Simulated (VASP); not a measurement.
# CuSi8Ni8 (a cell with a defect) (Cu interstitial hop) in VASP: notebook

The runs below take CuSi8Ni8 (a cell with a defect) (Cu interstitial hop) through single point, with PBE.

Everything below comes from runs of VASP 6.6.1. Logs are shortened: lines on timing, memory, paths and dates and some standing lists are left out, and cuts for length are marked.

### Step 1. The cell of the first run

The cell holds a defect, 17 atoms: a = 6.648 Å, b = 7.729 Å, c = 6.180 Å, α = 55.77°, β = 74.00°, γ = 50.23°.

### Step 2. Single point, PBE

INCAR

```
SYSTEM = CuSi8Ni8
PREC     = Accurate       ! precision mode
ENCUT    = 520            ! plane-wave cutoff, eV
EDIFF    = 1E-7           ! SCF threshold, eV
ISMEAR   = -1             ! smearing method
SIGMA    = 0.5            ! smearing width, eV
LREAL    = Auto         
LASPH    = .True.         ! aspherical terms in the spheres
NELM     = 80             ! most SCF steps
ALGO     = Normal         ! electronic algorithm
ISIF     = 2              ! what is computed and relaxed
LWAVE    = .False.        ! write WAVECAR
LCHARG   = .False.        ! write CHGCAR
GGA      = PE             ! functional
NBANDS   = 76             ! bands
```

KPOINTS

```
regular mesh
0
Gamma
  4 4 4
  0 0 0
```

POSCAR

```
CuSi8Ni8
1.0
    0.0000000000      3.3651339800      5.7333422500
    5.1836640600      0.0000000000      5.7333422500
    5.1836640600      3.3651339800      0.0000000000
Si Ni Cu
8 8 1
Direct
    0.2546589491      0.3130781331      0.5112038710
    0.8306490304      0.8238067105      0.9352146872
    0.2031829584      0.1933548551     -0.0032420336
    0.7691062723      0.6274301022      0.5626829006
    0.1773990505      0.7427781812      0.5884670384
    0.6989330686      0.2640607244      0.0669339118
    0.3458466005      0.7407210120      0.9394632938
    0.8264013099      0.2601668258      0.4200203853
    0.2462090413      0.4548682405      0.0510430164
    0.7148222955      0.9862545938      0.5196572303
    0.2823147162      0.0129570339      0.4835492926
    0.7863667804      0.5433363260      0.9795002060
    0.0617766790      0.7574343144      0.2475904981
    0.5182737898      0.3009368548      0.7040885365
    0.4767301942      0.7147074877      0.2891332203
    0.9864382589      0.1843135831      0.7794296190
    0.5903760150      1.0016618578      0.1754888852
```

Potentials or basis: VASP PAW PBE potentials, release 64 (Si, Ni, Cu).

Command:

```
> cat potpaw_PBE.64/Si/POTCAR potpaw_PBE.64/Ni/POTCAR potpaw_PBE.64/Cu/POTCAR > POTCAR
> mpirun -np 1 vasp_std > vasp.out
```

OUTCAR:

```text
SYSTEM = CuSi8Ni8
   PREC = Accurate
   ENCUT = 520
   EDIFF = 1E-7
   ISMEAR = -1
   LREAL = Auto
   LASPH = .True.
   NELM = 80
   ISIF = 2
   GGA = PE

 ion  position               nearest neighbor table
   1  0.255  0.313  0.511-  13 2.31  14 2.31  11 2.31  16 2.39   9 2.41  10 2.41   4 2.59   3 2.59

   2  0.831  0.824  0.935-  17 2.20  12 2.23  10 2.23   9 2.23  14 2.42  13 2.42   5 2.69  15 2.94
                             8 3.06   7 3.06
   3  0.203  0.193  0.997-  17 2.21  16 2.28  12 2.29   9 2.42  15 2.44  11 2.55   1 2.59  14 2.61
                             4 2.92   6 2.97   8 3.10
   4  0.769  0.627  0.563-  17 2.21  16 2.28  12 2.29  10 2.42  15 2.44  11 2.55   1 2.59  13 2.61
                             3 2.92   6 2.97   7 3.10
   5  0.177  0.743  0.588-  15 2.30  11 2.31  14 2.36  13 2.36   9 2.37  10 2.37   7 2.69   8 2.69
                             2 2.69
   6  0.699  0.264  0.067-  16 2.25  17 2.27  12 2.33  10 2.36   9 2.36   7 2.53   8 2.53  13 2.62
                            14 2.62   4 2.97   3 2.97
   7  0.346  0.741  0.939-  13 2.28  12 2.29  11 2.32  16 2.33   9 2.39  15 2.41   6 2.53   5 2.69
                             2 3.06   4 3.10
   8  0.826  0.260  0.420-  14 2.28  12 2.29  11 2.32  16 2.33  10 2.39  15 2.41   6 2.53   5 2.69
                             2 3.06   3 3.10
   9  0.246  0.455  0.051-   2 2.23   6 2.36   5 2.37   7 2.39  17 2.40   1 2.41   3 2.42  13 2.67
                            14 2.70  12 2.78  11 2.81
  10  0.715  0.986  0.520-   2 2.23   6 2.36   5 2.37   8 2.39  17 2.40   1 2.41   4 2.42  14 2.67
                            13 2.70  12 2.78  11 2.81
  11  0.282  0.013  0.484-   1 2.31   5 2.31   8 2.32   7 2.32  17 2.37  16 2.53   3 2.55   4 2.55
                            15 2.62   9 2.81  10 2.81
  12  0.786  0.543  0.980-   2 2.23   8 2.29   7 2.29   3 2.29   4 2.29   6 2.33  15 2.62   9 2.78
                            10 2.78  16 3.04
  13  0.062  0.757  0.248-   7 2.28   1 2.31   5 2.36  17 2.42   2 2.42   4 2.61   6 2.62  15 2.63
                             9 2.67  10 2.70  16 2.73  14 3.07
  14  0.518  0.301  0.704-   8 2.28   1 2.31   5 2.36  17 2.42   2 2.42   3 2.61   6 2.62  15 2.63
                            10 2.67   9 2.70  16 2.73  13 3.07
  15  0.477  0.715  0.289-   5 2.30   8 2.41   7 2.41   3 2.44   4 2.44  17 2.47  12 2.62  11 2.62
                            13 2.63  14 2.63   2 2.94
  16  0.986  0.184  0.779-   6 2.25   3 2.28   4 2.28   7 2.33   8 2.33   1 2.39  11 2.53  13 2.73
                            14 2.73  12 3.04
  17  0.590  0.002  0.175-   2 2.20   3 2.21   4 2.21   6 2.27  11 2.37   9 2.40  10 2.40  14 2.42
                            13 2.42  15 2.47

  LATTYP: Found a face centered orthorhombic cell.
 ALAT       =     6.7302679600
 B/A-ratio  =     1.5404034701
 C/A-ratio  =     1.7037485830

  Lattice vectors:

 A1 = (   5.1836640600,   0.0000000000,  -5.7333422500)
[... 170 lines left out ...]
   PSTRESS=    0.0 pullay stress
   NELECT =     123.0000    total number of electrons
   NUPDOWN=      -1.0000    fix difference up-down
   EMIN   =  10.00;   EMAX   =-10.00  energy-range for DOS
   EFERMI =   0.00;   METHOD = LEGACY
   ISMEAR =    -1;   SIGMA  =   0.50  broadening in eV -4-tet -1-fermi 0-gaus
   EFERMI_NEDOS =   21; number of points for ismear=-14 and -15
   IALGO  =     38    algorithm
   IMIX   =      4    mixing-type and parameters
     AMIX     =   0.40;   BMIX     =  1.00
     AMIX_MAG =   1.60;   BMIX_MAG =  1.00
  volume/ion in A,a.u.               =      11.77        79.40
  Fermi-wavevector in a.u.,A,eV,Ry     =   1.392144  2.630771 26.368976  1.938065
  Thomas-Fermi vector in A             =   2.515915
   LORBIT       =      0    0 simple, 1 ext, 2 COOP (PROOUT), +10 PAW based schemes
   GGA     = PE    functional components
   LHFCALC =     F    Hartree Fock is set to
   AEXX    =    0.0000 exact exchange contribution
   IVDW    =     0    specifies the selected vdW correction
   LEPSILON=     F    determine dielectric tensor
   LRPA    =     F    only Hartree local field effects (RPA)
 non-spin polarized calculation
  energy-cutoff  :      520.00
  volume of cell :      200.02
 maximum number of plane-waves:      5411
 NGX is ok and might be reduce to    50
   NGX = 25   NGY = 29   NGZ = 23

 number of electron     123.0000001 magnetization

 Free energy of the ion-electron system (eV)
  ---------------------------------------------------
  ext. energy  EPLUGINS =         0.00000000
  ---------------------------------------------------
  free energy    TOTEN  =       -99.53120545 eV

  energy without entropy =      -93.55018355  energy(sigma->0) =      -96.54069450

 E-fermi :  10.7647     XC(G=0): -12.3764

 val. band max:       10.7625878980   @ k =   0.0000   0.5000   0.5000
 cond. band min:      10.7681184914   @ k =   0.2500   0.0000   0.2500
 fundamental gap:      0.0055305934
 Fermi energy:        10.7646665292

 k-point     1 :       0.0000    0.0000    0.0000
  band No.  band energies     occupation
      1      -2.4787      2.00000
      2       0.7627      2.00000
      3       1.2188      2.00000
      4       1.8135      2.00000
      5       1.9724      2.00000
      6       2.0808      2.00000
[... 1813 lines left out ...]
     72      14.3609      0.00150
     73      14.5678      0.00099
 [bands above 73 left out]

------------------------ aborting loop because EDIFF is reached ----------------------------------------

  FORCE on cell =-STRESS in cart. coord.  units (eV):
  Direction    XX          YY          ZZ          XY          YZ          ZX
  --------------------------------------------------------------------------------------
  -------------------------------------------------------------------------------------
  Total       16.0003376     16.2579608     13.3276401      0.0000000      0.0000000     -0.3637865
  in kB      128.1629974    130.2265644    106.7546417      0.0000000      0.0000000     -2.9139366
  external PRESSURE =     121.7147345 kB  Pullay stress =       0.0000000 kB

 VOLUME and BASIS-vectors are now :
 -----------------------------------------------------------------------------
  energy-cutoff  :      520.00
  volume of cell :      200.02
      direct lattice vectors                 reciprocal lattice vectors
     0.000000000  3.365133980  5.733342250    -0.096456868  0.148582494  0.087209167
     5.183664060  0.000000000  5.733342250     0.096456868 -0.148582494  0.087209167
     5.183664060  3.365133980  0.000000000     0.096456868  0.148582494 -0.087209167

 POSITION                                       TOTAL-FORCE (eV/Angst)
 -----------------------------------------------------------------------------------
      4.27280      2.57723      3.25503        -0.001816      0.000000     -0.005709
      9.11818      5.94237      9.48556        -0.022437      0.000000      0.002523
      6.16915      4.03796      2.27349         0.001229     -0.004067      0.004634
      6.16915      4.48165      8.00682         0.001229      0.004067      0.004634
      6.90073      2.57724      5.27569         0.013476      0.000000     -0.009297
      1.71576      2.57724      5.52117         0.008619      0.000000      0.004902
[... 9 lines left out ...]
      4.99572      5.94238      6.71232        -0.016172      0.000000     -0.010266
      0.91829      2.57724      3.39436         0.027380      0.000000      0.000126
 -----------------------------------------------------------------------------------
    total drift:                                0.000413      0.000535      0.003630

  FREE ENERGIE OF THE ION-ELECTRON SYSTEM (eV)
  ---------------------------------------------------
  free  energy   TOTEN  =       -99.5312054516 eV

  energy  without entropy=      -93.5501835488  energy(sigma->0) =      -96.54069450
```

OSZICAR:

```text
N       E                     dE             d eps       ncg     rms          rms(c)
DAV:   1     0.982250897495E+03    0.98225E+03   -0.51574E+04  3648   0.198E+03
DAV:   2     0.124354097745E+02   -0.96982E+03   -0.93426E+03  3648   0.445E+02
DAV:   3    -0.107414816866E+03   -0.11985E+03   -0.11046E+03  3696   0.176E+02
DAV:   4    -0.115583386516E+03   -0.81686E+01   -0.79058E+01  5136   0.452E+01
[... 14 lines left out ...]
DAV:  19    -0.995312110432E+02    0.46839E-04   -0.22661E-04  4240   0.302E-01    0.245E-02
DAV:  20    -0.995312066980E+02    0.43452E-05   -0.26855E-05  5144   0.693E-02    0.853E-03
DAV:  21    -0.995312058093E+02    0.88873E-06   -0.62463E-06  5232   0.252E-02    0.315E-03
DAV:  22    -0.995312055284E+02    0.28086E-06   -0.17387E-06  3920   0.129E-02    0.261E-03
DAV:  23    -0.995312054516E+02    0.76783E-07   -0.69820E-07  2500   0.879E-03
   1 F= -.99531205E+02 E0= -.96540695E+02  d E =-.598102E+01
```

It took 15 min on 1 thread of Intel Xeon Platinum 8488C (Sapphire Rapids), shared host; peak memory 0.52 GiB.

What came out:

- Free energy: -99.5312 eV
- Pressure: 12.2 GPa
- Largest force: 0.027 eV/Å

Forces in eV/Å, atoms in the order of the input:
```
Si  -0.002  0.000 -0.006
Si  -0.022  0.000  0.003
Si   0.001 -0.004  0.005
Si   0.001  0.004  0.005
Si   0.013  0.000 -0.009
Si   0.009  0.000  0.005
Si  -0.010 -0.002  0.002
Si  -0.010  0.002  0.002
Ni  -0.001  0.010 -0.007
Ni  -0.001 -0.010 -0.007
Ni  -0.009  0.000  0.010
Ni   0.003  0.000  0.007
Ni   0.014 -0.004 -0.005
Ni   0.014  0.004 -0.005
Ni  -0.010  0.000  0.012
Ni  -0.016  0.000 -0.010
Cu   0.027  0.000  0.000
```

Levels at points of the mesh, in eV from the Fermi level:
| k point | band 59 | band 60 | band 61 | band 62 | band 63 | band 64 |
| --- | --- | --- | --- | --- | --- | --- |
| (0.00, 0.00, 0.00) | -1.32 | -1.16 | -0.86 | 0.12 | 0.84 | 1.62 |
| (0.50, 0.00, 0.00) | -1.03 | -0.79 | -0.41 | -0.33 | 0.10 | 0.34 |
| (0.50, 0.50, 0.50) | -1.08 | -0.77 | -0.45 | -0.22 | -0.02 | 0.14 |
| (0.50, 0.50, 0.00) | -1.35 | -0.61 | -0.44 | -0.09 | -0.08 | 0.27 |
| (0.50, 0.00, 0.50) | -1.01 | -0.81 | -0.75 | 0.32 | 0.50 | 1.39 |
| (0.00, 0.50, 0.50) | -1.57 | -0.50 | 0.00 | 0.67 | 0.86 | 0.91 |

Spin polarisation is off, so any magnetic state and its effect on volume and gap are missing.

### Step 3. Single point, PBE

INCAR

```
SYSTEM = CuSi8Ni8
PREC = Accurate
ENCUT = 520
EDIFF = 1E-7
ISMEAR = -1
SIGMA = 0.5
LREAL = Auto
LASPH = .TRUE.
NELM = 80
ALGO = Normal
ISIF = 2
LWAVE = .FALSE.
LCHARG = .FALSE.
GGA = PE
NBANDS = 76
```

KPOINTS

```
regular mesh
0
G
  4 4 4
  0 0 0
```

POSCAR

```
CuSi8Ni8
1.0
    0.0000000000      3.3651339800      5.7333422500
    5.1836640600      0.0000000000      5.7333422500
    5.1836640600      3.3651339800      0.0000000000
Si Ni Cu
8 8 1
Direct
    0.3083913935      0.3017424250      0.5080729780
    0.7426395559      0.8675008469      0.9423141587
    0.2568234891      0.1819856541     -0.0061143033
    0.6813791879      0.6713525455      0.5693297066
    0.1658737882      0.7542120483      0.5655571190
    0.6851558268      0.2349321027      0.0848328320
    0.3341464834      0.7523206641      0.9165644913
    0.8127521006      0.2309548227      0.4379523364
    0.2293778983      0.4820572161      0.0213357449
    0.7252911430      0.9518149115      0.5254150770
    0.2656396793      0.0399262408      0.4540897622
    0.7966164038      0.5089496471      0.9850680806
    0.0348320771      0.7802635157      0.2158818633
    0.5251777677      0.3105218628      0.7255263722
    0.4499001616      0.7375665382      0.2574288821
    0.9932848192      0.1941822294      0.8008077893
    0.9214310789      0.4931143374      0.3292730609
```

Potentials or basis: VASP PAW PBE potentials, release 64 (Si, Ni, Cu).

Command:

```
> cat potpaw_PBE.64/Si/POTCAR potpaw_PBE.64/Ni/POTCAR potpaw_PBE.64/Cu/POTCAR > POTCAR
> mpirun -np 1 vasp_std > vasp.out
```

OUTCAR:

```text
SYSTEM = CuSi8Ni8
   PREC = Accurate
   ENCUT = 520
   EDIFF = 1E-7
   ISMEAR = -1
   LREAL = Auto
   LASPH = .TRUE.
   NELM = 80
   ISIF = 2
   GGA = PE

 ion  position               nearest neighbor table
   1  0.308  0.302  0.508-  17 2.21  14 2.28  10 2.29  11 2.42  13 2.44   9 2.55   3 2.59  16 2.61
                             2 2.92   8 2.97   6 3.10
   2  0.743  0.868  0.942-  17 2.21  14 2.28  10 2.29  12 2.42  13 2.44   9 2.55   3 2.59  15 2.61
                             1 2.92   8 2.97   5 3.10
   3  0.257  0.182  0.994-  15 2.31  16 2.31   9 2.31  14 2.39  11 2.41  12 2.41   1 2.59   2 2.59
[... 9 lines left out ...]
   8  0.813  0.231  0.438-  14 2.25  17 2.27  10 2.32  12 2.36  11 2.36   6 2.53   5 2.53  15 2.62
[... 2075 lines left out ...]
  in kB      128.1356744    130.5053518    107.0063324      0.0000000      0.0000000     -2.7276289
  external PRESSURE =     121.8824529 kB  Pullay stress =       0.0000000 kB

 VOLUME and BASIS-vectors are now :
 -----------------------------------------------------------------------------
  energy-cutoff  :      520.00
  volume of cell :      200.02
      direct lattice vectors                 reciprocal lattice vectors
     0.000000000  3.365133980  5.733342250    -0.096456868  0.148582494  0.087209167
     5.183664060  0.000000000  5.733342250     0.096456868 -0.148582494  0.087209167
     5.183664060  3.365133980  0.000000000     0.096456868  0.148582494 -0.087209167

 POSITION                                       TOTAL-FORCE (eV/Angst)
 -----------------------------------------------------------------------------------
      4.19781      2.74751      3.49811        -0.000456      0.006032     -0.006220
      9.38147      5.67009      9.23149        -0.000456     -0.006032     -0.006220
      6.09532      4.20880      2.51584        -0.007226      0.000000      0.007551
      6.43128      4.20880      7.75567         0.021303      0.000000     -0.006370
      6.84124      2.46136      5.27517         0.009366      0.002151      0.000307
      1.65755      2.59111      5.27518         0.009366     -0.002151      0.000307
[... 9 lines left out ...]
      5.15769      6.03736      6.80816        -0.014591     -0.005069      0.004885
      4.26298      4.20879      8.11007        -0.019316      0.000000     -0.002769
 -----------------------------------------------------------------------------------
    total drift:                                0.004037     -0.006235     -0.001857

  FREE ENERGIE OF THE ION-ELECTRON SYSTEM (eV)
  ---------------------------------------------------
  free  energy   TOTEN  =       -99.5309746666 eV

  energy  without entropy=      -93.5527845744  energy(sigma->0) =      -96.54187962
```

OSZICAR:

```text
N       E                     dE             d eps       ncg     rms          rms(c)
DAV:   1     0.983261765151E+03    0.98326E+03   -0.51483E+04  3648   0.199E+03
DAV:   2     0.136285854220E+02   -0.96963E+03   -0.93443E+03  3648   0.446E+02
DAV:   3    -0.107316068499E+03   -0.12094E+03   -0.11161E+03  3708   0.177E+02
DAV:   4    -0.115570916883E+03   -0.82548E+01   -0.79892E+01  5136   0.453E+01
[... 15 lines left out ...]
DAV:  20    -0.995309761044E+02    0.41241E-05   -0.25373E-05  5560   0.649E-02    0.868E-03
DAV:  21    -0.995309750834E+02    0.10210E-05   -0.57737E-06  5776   0.307E-02    0.325E-03
DAV:  22    -0.995309748046E+02    0.27888E-06   -0.14988E-06  3960   0.140E-02    0.243E-03
DAV:  23    -0.995309746787E+02    0.12590E-06   -0.57594E-07  2140   0.889E-03    0.803E-04
DAV:  24    -0.995309746666E+02    0.12074E-07   -0.38376E-07  2100   0.481E-03
   1 F= -.99530975E+02 E0= -.96541880E+02  d E =-.597819E+01
```

Wall time 15 min (1 thread of Intel Xeon Platinum 8559C (Emerald Rapids), shared host); peak memory 0.5 GiB.

What came out:

```yaml
Free_energy: -99.5310 eV
Pressure: 12.2 GPa
Largest_force: 0.023 eV/Å
```

Forces in eV/Å, atoms in the order of the input:
```
Si   0.000  0.006 -0.006
Si   0.000 -0.006 -0.006
Si  -0.007  0.000  0.008
Si   0.021  0.000 -0.006
Si   0.009  0.002  0.000
Si   0.009 -0.002  0.000
Si  -0.016  0.000  0.010
Si  -0.008  0.000 -0.009
Ni   0.009  0.000 -0.009
Ni  -0.002  0.000 -0.005
Ni   0.002 -0.011  0.007
Ni   0.002  0.011  0.007
Ni   0.013  0.000 -0.011
Ni   0.018  0.000  0.014
Ni  -0.015  0.005  0.005
Ni  -0.015 -0.005  0.005
Cu  -0.019  0.000 -0.003
```
